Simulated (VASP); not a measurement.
# Sn3Te (Pm-3n) in VASP: notebook

Runs on Sn3Te. Level: PBE. Tasks: single point.

Program: VASP 6.6.1. These are calculated values, not measurements. Logs are shortened: lines on timing, memory, paths and dates and some standing lists are left out, and cuts for length are marked.

### 1 The cell of the first run

Symmetry: Pm-3n, No. 223, cubic system. Conventional cell: a = 6.087 Å, b = 6.087 Å, c = 6.087 Å, α = 90.00°, β = 90.00°, γ = 90.00°. Sn (site symmetry -4m2) has 10 Sn at 3.04 to 3.73 Å and 4 Te at 3.40 Å within 4.0 Å. Te (site symmetry m-3) has 12 Sn at 3.40 Å within 4.5 Å.

The cell was built from a structure type or drawn by symmetry, and may not be a known phase.

### 2 Single point, PBE

INCAR

```
PREC     = Accurate       # precision mode
ENCUT    = 520            # plane-wave cutoff, eV
EDIFF    = 1E-6           # SCF threshold, eV
ISMEAR   = 0              # smearing method
SIGMA    = 0.1            # smearing width, eV
LREAL    = False          # projectors in reciprocal space
LASPH    = True           # aspherical terms in the spheres
NELM     = 100            # most SCF steps
ALGO     = Fast           # electronic algorithm
ISIF     = 2              # what is computed and relaxed
LWAVE    = False          # write WAVECAR
LCHARG   = True           # write CHGCAR
GGA      = PE             # functional
LELF     = True           # ELF
LVHAR    = True         
NBANDS   = 58             # bands
```

KPOINTS

```
regular mesh
0
Gamma
  4 4 4
```

POSCAR

```
Sn3Te
1.0
    6.0874217600      0.0000000000      0.0000000000
    0.0000000000      6.0874217600      0.0000000000
    0.0000000000      0.0000000000      6.0874217600
Sn Te
6 2
Direct
    0.2500000000      0.0000000000      0.5000000000
    0.7500000000      0.0000000000      0.5000000000
    0.0000000000      0.5000000000      0.2500000000
    0.0000000000      0.5000000000      0.7500000000
    0.5000000000      0.7500000000      0.0000000000
    0.5000000000      0.2500000000      0.0000000000
    0.0000000000      0.0000000000      0.0000000000
    0.5000000000      0.5000000000      0.5000000000
```

Potentials or basis: VASP PAW PBE potentials, release 64 (Sn_d, Te).

Run with:

```sh
$ cat potpaw_PBE.64/Sn_d/POTCAR potpaw_PBE.64/Te/POTCAR > POTCAR
$ mpirun -np 1 vasp_std > vasp.out
```

OUTCAR:

```text
PREC = Accurate
   ENCUT = 520
   EDIFF = 1E-6
   ISMEAR = 0
   LREAL = False
   LASPH = True
   NELM = 100
   ISIF = 2
   GGA = PE

 ion  position               nearest neighbor table
   1  0.250  0.000  0.500-   2 3.04   2 3.04   8 3.40   7 3.40   8 3.40   7 3.40   3 3.73   4 3.73
                             4 3.73   3 3.73   6 3.73   5 3.73   6 3.73   5 3.73
   2  0.750  0.000  0.500-   1 3.04   1 3.04   8 3.40   7 3.40   8 3.40   7 3.40   3 3.73   4 3.73
                             4 3.73   3 3.73   6 3.73   5 3.73   6 3.73   5 3.73
   3  0.000  0.500  0.250-   4 3.04   4 3.04   8 3.40   7 3.40   7 3.40   8 3.40   1 3.73   5 3.73
                             1 3.73   2 3.73   6 3.73   5 3.73   6 3.73   2 3.73
   4  0.000  0.500  0.750-   3 3.04   3 3.04   8 3.40   7 3.40   7 3.40   8 3.40   1 3.73   5 3.73
                             1 3.73   2 3.73   6 3.73   5 3.73   6 3.73   2 3.73
   5  0.500  0.750  0.000-   6 3.04   6 3.04   8 3.40   8 3.40   7 3.40   7 3.40   3 3.73   3 3.73
                             4 3.73   4 3.73   1 3.73   1 3.73   2 3.73   2 3.73
   6  0.500  0.250  0.000-   5 3.04   5 3.04   8 3.40   8 3.40   7 3.40   7 3.40   3 3.73   3 3.73
                             4 3.73   4 3.73   1 3.73   1 3.73   2 3.73   2 3.73
   7  0.000  0.000  0.000-   1 3.40   2 3.40   3 3.40   4 3.40   5 3.40   6 3.40   1 3.40   2 3.40
                             3 3.40   4 3.40   5 3.40   6 3.40
   8  0.500  0.500  0.500-   1 3.40   2 3.40   3 3.40   4 3.40   5 3.40   6 3.40   5 3.40   6 3.40
                             1 3.40   2 3.40   3 3.40   4 3.40

  LATTYP: Found a simple cubic cell.
 ALAT       =     6.0874217600

  Lattice vectors:

 A1 = (   6.0874217600,   0.0000000000,   0.0000000000)
 A2 = (   0.0000000000,   6.0874217600,   0.0000000000)
 A3 = (   0.0000000000,   0.0000000000,   6.0874217600)

Analysis of symmetry for initial positions (statically):
=====================================================================
 Subroutine PRICEL returns:
 Original cell was already a primitive cell.

 Routine SETGRP: Setting up the symmetry group for a
 simple cubic supercell.

 Subroutine GETGRP returns: Found 48 space group operations
 (whereof 24 operations were pure point group operations)
 out of a pool of 48 trial point group operations.

The static configuration has the point symmetry T_h .
 The point group associated with its full space group is O_h .

Analysis of symmetry for dynamics (positions and initial velocities):
=====================================================================
 Subroutine PRICEL returns:
 Original cell was already a primitive cell.

 Routine SETGRP: Setting up the symmetry group for a
 simple cubic supercell.

 Subroutine GETGRP returns: Found 48 space group operations
[... 113 lines left out ...]
   NUPDOWN=      -1.0000    fix difference up-down
   EMIN   =  10.00;   EMAX   =-10.00  energy-range for DOS
   EFERMI =   0.00;   METHOD = LEGACY
   ISMEAR =     0;   SIGMA  =   0.10  broadening in eV -4-tet -1-fermi 0-gaus
   EFERMI_NEDOS =   21; number of points for ismear=-14 and -15
   IALGO  =     68    algorithm
   IMIX   =      4    mixing-type and parameters
     AMIX     =   0.40;   BMIX     =  1.00
     AMIX_MAG =   1.60;   BMIX_MAG =  1.00
  volume/ion in A,a.u.               =      28.20       190.29
  Fermi-wavevector in a.u.,A,eV,Ry     =   1.231398  2.327005 20.631079  1.516342
  Thomas-Fermi vector in A             =   2.366209
   LORBIT       =      0    0 simple, 1 ext, 2 COOP (PROOUT), +10 PAW based schemes
   GGA     = PE    functional components
   LHFCALC =     F    Hartree Fock is set to
   AEXX    =    0.0000 exact exchange contribution
   IVDW    =     0    specifies the selected vdW correction
   LEPSILON=     F    determine dielectric tensor
   LRPA    =     F    only Hartree local field effects (RPA)
 non-spin polarized calculation
 RMM-DIIS sequential band-by-band and
 Gauss-broadening in eV      SIGMA  =   0.10
  energy-cutoff  :      520.00
  volume of cell :      225.58
 maximum number of plane-waves:      6091
 NGX is ok and might be reduce to    48
   NGX = 23   NGY = 23   NGZ = 23

 number of electron      96.0000091 magnetization

 Free energy of the ion-electron system (eV)
  ---------------------------------------------------
  ext. energy  EPLUGINS =         0.00000000
  ---------------------------------------------------
  free energy    TOTEN  =       -28.55461196 eV

  energy without entropy =      -28.54032183  energy(sigma->0) =      -28.54746689

 E-fermi :   7.8468     XC(G=0): -10.1575

 val. band max:        7.8466866367   @ k =   0.2500   0.2500   0.2500
 cond. band min:       8.0661585391   @ k =   0.5000   0.5000   0.0000
 fundamental gap:      0.2194719024
 Fermi energy:         7.8468356773

 k-point     1 :       0.0000    0.0000    0.0000
  band No.  band energies     occupation
      1     -13.9068      2.00000
      2     -13.8978      2.00000
      3     -13.8978      2.00000
      4     -13.7983      2.00000
      5     -13.7983      2.00000
      6     -13.7983      2.00000
[... 599 lines left out ...]
     57       9.4870      0.00000
     58       9.4870      0.00000

------------------------ aborting loop because EDIFF is reached ----------------------------------------

  FORCE on cell =-STRESS in cart. coord.  units (eV):
  Direction    XX          YY          ZZ          XY          YZ          ZX
  --------------------------------------------------------------------------------------
  -------------------------------------------------------------------------------------
  Total        2.7943117      2.7943117      2.7943117      0.0000000      0.0000000     -0.0000000
  in kB       19.8465606     19.8465606     19.8465606      0.0000000      0.0000000     -0.0000000
  external PRESSURE =      19.8465606 kB  Pullay stress =       0.0000000 kB

 VOLUME and BASIS-vectors are now :
 -----------------------------------------------------------------------------
  energy-cutoff  :      520.00
  volume of cell :      225.58
      direct lattice vectors                 reciprocal lattice vectors
     6.087421760  0.000000000  0.000000000     0.164273159  0.000000000  0.000000000
     0.000000000  6.087421760  0.000000000     0.000000000  0.164273159  0.000000000
     0.000000000  0.000000000  6.087421760     0.000000000  0.000000000  0.164273159

 POSITION                                       TOTAL-FORCE (eV/Angst)
 -----------------------------------------------------------------------------------
      1.52186      0.00000      3.04371        -0.000000      0.000000      0.000000
      4.56557      0.00000      3.04371         0.000000      0.000000     -0.000000
      0.00000      3.04371      1.52186        -0.000000      0.000000     -0.000000
      0.00000      3.04371      4.56557         0.000000     -0.000000     -0.000000
      3.04371      4.56557      0.00000         0.000000     -0.000000      0.000000
      3.04371      1.52186      0.00000        -0.000000      0.000000      0.000000
      0.00000      0.00000      0.00000        -0.000000     -0.000000     -0.000000
      3.04371      3.04371      3.04371        -0.000000     -0.000000     -0.000000
 -----------------------------------------------------------------------------------
    total drift:                                0.000000     -0.000000      0.000000

  FREE ENERGIE OF THE ION-ELECTRON SYSTEM (eV)
  ---------------------------------------------------
  free  energy   TOTEN  =       -28.5546119582 eV

  energy  without entropy=      -28.5403218263  energy(sigma->0) =      -28.54746689
```

OSZICAR:

```text
N       E                     dE             d eps       ncg     rms          rms(c)
DAV:   1     0.107486591377E+04    0.10749E+04   -0.44798E+04  1216   0.235E+03
DAV:   2     0.150201857222E+03   -0.92466E+03   -0.90455E+03  1160   0.662E+02
DAV:   3    -0.164748030784E+02   -0.16668E+03   -0.15868E+03  1300   0.221E+02
DAV:   4    -0.282026114239E+02   -0.11728E+02   -0.11433E+02  1316   0.595E+01
DAV:   5    -0.286471112583E+02   -0.44450E+00   -0.44234E+00  1526   0.116E+01    0.953E+00
RMM:   6    -0.285765326147E+02    0.70579E-01   -0.18816E-01  1382   0.264E+00    0.582E+00
RMM:   7    -0.285523953004E+02    0.24137E-01   -0.14209E-01  1412   0.210E+00    0.380E-01
RMM:   8    -0.285532199734E+02   -0.82467E-03   -0.37143E-02  1549   0.134E+00    0.432E-01
RMM:   9    -0.285545321839E+02   -0.13122E-02   -0.13378E-02  1839   0.597E-01    0.625E-01
RMM:  10    -0.285547177963E+02   -0.18561E-03   -0.13762E-03  1801   0.205E-01    0.489E-01
RMM:  11    -0.285547404532E+02   -0.22657E-04   -0.24117E-04  1825   0.878E-02    0.276E-01
RMM:  12    -0.285546853765E+02    0.55077E-04   -0.45687E-05  1587   0.439E-02    0.223E-01
RMM:  13    -0.285546869716E+02   -0.15950E-05   -0.19345E-05  1690   0.205E-02    0.221E-01
RMM:  14    -0.285546759570E+02    0.11015E-04   -0.21622E-06   839   0.103E-02    0.203E-01
RMM:  15    -0.285546118540E+02    0.64103E-04   -0.11800E-04  1806   0.790E-02    0.395E-02
RMM:  16    -0.285546119582E+02   -0.10422E-06   -0.35251E-06  1072   0.931E-03
   1 F= -.28554612E+02 E0= -.28547467E+02  d E =-.142901E-01
```

It took 5.4 min on 1 thread of Intel Xeon 8259CL, shared host; peak memory 0.37 GiB.

What came out:

- Free energy: -28.5546 eV
- Pressure: 2.0 GPa
- Band gap on the k mesh: zero (bands 48 and 49 overlap by 1.69 eV)

Caveat: spin-orbit coupling is left out, which moves the levels of the heavy elements.

### 3 Single point, PBE

This run uses another cell than the first one, of 29.41 Å³/atom.

INCAR

```
SYSTEM = Sn3Te
PREC     = Accurate       ! precision mode
ENCUT    = 520            ! plane-wave cutoff, eV
EDIFF    = 1E-6           ! SCF threshold, eV
ISMEAR   = 0              ! smearing method
SIGMA    = 0.1            ! smearing width, eV
LREAL    = .False.        ! projectors in reciprocal space
LASPH    = .True.         ! aspherical terms in the spheres
NELM     = 80             ! most SCF steps
ALGO     = Fast           ! electronic algorithm
ISIF     = 2              ! what is computed and relaxed
LWAVE    = .False.        ! write WAVECAR
LCHARG   = .False.        ! write CHGCAR
GGA      = PE             ! functional
NBANDS   = 58             ! bands
```

KPOINTS

```
regular mesh
0
Gamma
  6 6 6
  0 0 0
```

Edit POSCAR of step 2 so:

```diff
@@ -2,5 +2,5 @@
 1.0
-    6.0874217600      0.0000000000      0.0000000000
-    0.0000000000      6.0874217600      0.0000000000
-    0.0000000000      0.0000000000      6.0874217600
+    6.1734267707      0.0000000000      0.0000000000
+    0.0000000000      6.1734267707      0.0000000000
+    0.0000000000      0.0000000000      6.1734267707
 Sn Te
```

Potentials or basis: VASP PAW PBE potentials, release 64 (Sn_d, Te).

Run with:

```sh
$ cat potpaw_PBE.64/Sn_d/POTCAR potpaw_PBE.64/Te/POTCAR > POTCAR
$ mpirun -np 1 vasp_std > vasp.out
```

OUTCAR:

```text
SYSTEM = Sn3Te
   PREC = Accurate
   ENCUT = 520
   EDIFF = 1E-6
   ISMEAR = 0
   LREAL = .False.
   LASPH = .True.
   NELM = 80
   ISIF = 2
   GGA = PE

 ion  position               nearest neighbor table
   1  0.250  0.000  0.500-   2 3.09   2 3.09   8 3.45   7 3.45   8 3.45   7 3.45
   2  0.750  0.000  0.500-   1 3.09   1 3.09   8 3.45   7 3.45   8 3.45   7 3.45
   3  0.000  0.500  0.250-   4 3.09   4 3.09   8 3.45   7 3.45   7 3.45   8 3.45
   4  0.000  0.500  0.750-   3 3.09   3 3.09   8 3.45   7 3.45   7 3.45   8 3.45
   5  0.500  0.750  0.000-   6 3.09   6 3.09   8 3.45   8 3.45   7 3.45   7 3.45
   6  0.500  0.250  0.000-   5 3.09   5 3.09   8 3.45   8 3.45   7 3.45   7 3.45
   7  0.000  0.000  0.000-   1 3.45   2 3.45   3 3.45   4 3.45   5 3.45   6 3.45   1 3.45   2 3.45
                             3 3.45   4 3.45   5 3.45   6 3.45
   8  0.500  0.500  0.500-   1 3.45   2 3.45   3 3.45   4 3.45   5 3.45   6 3.45   5 3.45   6 3.45
                             1 3.45   2 3.45   3 3.45   4 3.45

  LATTYP: Found a simple cubic cell.
 ALAT       =     6.1734267707

  Lattice vectors:

 A1 = (   6.1734267707,   0.0000000000,   0.0000000000)
 A2 = (   0.0000000000,   6.1734267707,   0.0000000000)
 A3 = (   0.0000000000,   0.0000000000,   6.1734267707)

Analysis of symmetry for initial positions (statically):
=====================================================================
 Subroutine PRICEL returns:
 Original cell was already a primitive cell.

 Routine SETGRP: Setting up the symmetry group for a
 simple cubic supercell.

 Subroutine GETGRP returns: Found 48 space group operations
 (whereof 24 operations were pure point group operations)
 out of a pool of 48 trial point group operations.

The static configuration has the point symmetry T_h .
 The point group associated with its full space group is O_h .

Analysis of symmetry for dynamics (positions and initial velocities):
[... 144 lines left out ...]
   GGA     = PE    functional components
   LHFCALC =     F    Hartree Fock is set to
   AEXX    =    0.0000 exact exchange contribution
   IVDW    =     0    specifies the selected vdW correction
   LEPSILON=     F    determine dielectric tensor
   LRPA    =     F    only Hartree local field effects (RPA)
 non-spin polarized calculation
 RMM-DIIS sequential band-by-band and
 Gauss-broadening in eV      SIGMA  =   0.10
  energy-cutoff  :      520.00
  volume of cell :      235.28
 maximum number of plane-waves:      6382
 NGX is ok and might be reduce to    48
   NGX = 23   NGY = 23   NGZ = 23

 number of electron      95.9999965 magnetization

 Free energy of the ion-electron system (eV)
  ---------------------------------------------------
  ext. energy  EPLUGINS =         0.00000000
  ---------------------------------------------------
  free energy    TOTEN  =       -28.38632344 eV

  energy without entropy =      -28.36973656  energy(sigma->0) =      -28.37803000

 E-fermi :   7.4928     XC(G=0):  -9.9653

 val. band max:        7.4395831967   @ k =   0.3333   0.1667   0.0000
 cond. band min:       7.5064238393   @ k =   0.5000   0.5000   0.3333
 fundamental gap:      0.0668406426
 Fermi energy:         7.4928404804

 k-point     1 :       0.0000    0.0000    0.0000
  band No.  band energies     occupation
      1     -14.3861      2.00000
      2     -14.3781      2.00000
      3     -14.3781      2.00000
      4     -14.2893      2.00000
      5     -14.2893      2.00000
      6     -14.2893      2.00000
[... 1209 lines left out ...]
     57       8.9531      0.00000
     58       8.9531      0.00000

------------------------ aborting loop because EDIFF is reached ----------------------------------------

  FORCE on cell =-STRESS in cart. coord.  units (eV):
  Direction    XX          YY          ZZ          XY          YZ          ZX
  --------------------------------------------------------------------------------------
  -------------------------------------------------------------------------------------
  Total       -0.1261353     -0.1261353     -0.1261353     -0.0000000     -0.0000000     -0.0000000
  in kB       -0.8589508     -0.8589508     -0.8589508     -0.0000000     -0.0000000     -0.0000000
  external PRESSURE =      -0.8589508 kB  Pullay stress =       0.0000000 kB

 VOLUME and BASIS-vectors are now :
 -----------------------------------------------------------------------------
  energy-cutoff  :      520.00
  volume of cell :      235.28
      direct lattice vectors                 reciprocal lattice vectors
     6.173426771  0.000000000  0.000000000     0.161984589  0.000000000  0.000000000
     0.000000000  6.173426771  0.000000000     0.000000000  0.161984589  0.000000000
     0.000000000  0.000000000  6.173426771     0.000000000  0.000000000  0.161984589

 POSITION                                       TOTAL-FORCE (eV/Angst)
 -----------------------------------------------------------------------------------
      1.54336      0.00000      3.08671        -0.000000     -0.000000     -0.000000
      4.63007      0.00000      3.08671         0.000000     -0.000000      0.000000
      0.00000      3.08671      1.54336        -0.000000      0.000000     -0.000000
      0.00000      3.08671      4.63007         0.000000      0.000000     -0.000000
      3.08671      4.63007      0.00000         0.000000      0.000000      0.000000
      3.08671      1.54336      0.00000        -0.000000     -0.000000     -0.000000
      0.00000      0.00000      0.00000        -0.000000     -0.000000     -0.000000
      3.08671      3.08671      3.08671        -0.000000     -0.000000     -0.000000
 -----------------------------------------------------------------------------------
    total drift:                                0.000000     -0.000000      0.000000

  FREE ENERGIE OF THE ION-ELECTRON SYSTEM (eV)
  ---------------------------------------------------
  free  energy   TOTEN  =       -28.3863234442 eV

  energy  without entropy=      -28.3697365622  energy(sigma->0) =      -28.37803000
```

It took 9.5 min on 1 thread of Intel Xeon 8259CL, shared host; peak memory 0.44 GiB.

What came out:

```
Free energy            : -28.3863 eV
Pressure               : -0.1 GPa
Band gap on the k mesh : zero (bands 48 and 49 overlap by 1.57 eV)
```

Caveat: spin-orbit coupling is left out, which moves the levels of the heavy elements.
